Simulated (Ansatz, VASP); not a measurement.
**Two plane-wave programs on Al**

```
Al
1.0
     0.00000    2.02000    2.02000
     2.02000    0.00000    2.02000
     2.02000    2.02000    0.00000
Al
1
Direct
  0.00000 0.00000 0.00000
```

Alike in both runs: task relaxation of cell and atoms; functional PBEsol; k mesh 20 × 20 × 20; occupations methfessel-paxton of order 1, width 0.1 eV; no spin polarisation.

|  | VASP | Ansatz |
| --- | --- | --- |
| version | VASP 6.6.1 | Ansatz 0.2.0 |
| potentials or method | VASP PAW PBE potentials, release 64 (Al) | scalar-relativistic, plane waves, PAW |
| plane-wave cutoff (eV) | 600 | 420 |
| valence electrons in the cell | 3 | 3 |

|  | VASP | Ansatz | Ansatz less VASP |
| --- | --- | --- | --- |
| gap on the k mesh at the Fermi level, each at its own relaxed structure (eV) | none | none | - |
| relaxed volume (Å³/atom) | 16.18 | 16.18 | -0.008 |
| relaxed cell length with the largest relative difference (Å) | 2.839 | 2.839 | -0.0005 |

VASP's potentials were made for PBE, not for PBEsol. A gap of «none» marks a metal or a gap that the smearing closes.
